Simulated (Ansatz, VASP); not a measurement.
**One calculation of TaN, two programs**

File INCAR:

```
SYSTEM = TaN
ALGO = Normal ; EDIFF = 1E-6
ENCUT = 520 ; GGA = PS
ISIF = 2 ; ISMEAR = -1
LASPH = .TRUE. ; LCHARG = .FALSE.
LREAL = .FALSE. ; LWAVE = .FALSE.
NBANDS = 33 ; NELM = 80
PREC = Accurate ; SIGMA = 0.1
```

File KPOINTS:

```
k-points
0
G
  5 5 8
  0 0 0
```

File POSCAR:

```
TaN
1.0
    5.2928101612      0.0000000000      0.0000000000
   -2.6464050806      4.5837080559      0.0000000000
    0.0000000000      0.0000000000      2.9650340876
Ta N
3 3
Direct
    0.0000000000      0.0000000000      0.0000000000
    0.3333333333      0.6666666667      0.5000000000
    0.6666666667      0.3333333333      0.5000000000
    0.5000000000      0.0000000000      0.0000000000
    0.5000000000      0.5000000000      0.0000000000
    0.0000000000      0.5000000000      0.0000000000
```

Input for Ansatz:

```yaml
crystal:
  lattice:
    - [5.292810161193724, 0.0, 0.0]
    - [-2.646405080596862, 4.5837080559366585, 0.0]
    - [0.0, 0.0, 2.965034087603805]
  atoms:
    - { symbol: Ta, position: [0.0, 0.0, 0.0] }
    - { symbol: Ta, position: [0.3333333333333333, 0.6666666666666666, 0.5] }
    - { symbol: Ta, position: [0.6666666666666666, 0.3333333333333333, 0.5] }
    - { symbol: "N", position: [0.5, 0.0, 0.0] }
    - { symbol: "N", position: [0.5, 0.5, 0.0] }
    - { symbol: "N", position: [0.0, 0.5, 0.0] }
basis:
  ecutwfc: 500.0
kpoints:
  mp_grid:
    grid: [5, 5, 8]
hamiltonian:
  xc: pbesol
scf:
  occupations:
    method: fermi_dirac
output:
  stress: true
```

Alike in both runs: task single point; functional PBEsol; k mesh 5 × 5 × 8; no spin polarisation.

|  | VASP | Ansatz |
| --- | --- | --- |
| version | VASP 6.6.1 | Ansatz 0.2.0 |
| potentials or method | VASP PAW PBE potentials, release 64 (Ta_pv, N), cutoff 520 eV | plane waves, PAW |
| occupations | fermi-dirac, width 0.1 eV | fermi-dirac |
| valence electrons in the cell | 48 | 54 |

Ansatz gave:

```
pressure (GPa)                                                : -15.9
traceless stress, the component that is largest in VASP (GPa) : -4.55
```

Task: Estimate VASP's values.

Result: Pressure (GPa): -15.2; traceless stress, the component that is largest in VASP (GPa): -4.40.

VASP's potentials were made for PBE, not for PBEsol. VASP's potentials hold 48 valence electrons a cell and Ansatz's 54, so a difference there can come from the potentials and not from the codes.

Neither program's run includes spin-orbit coupling.
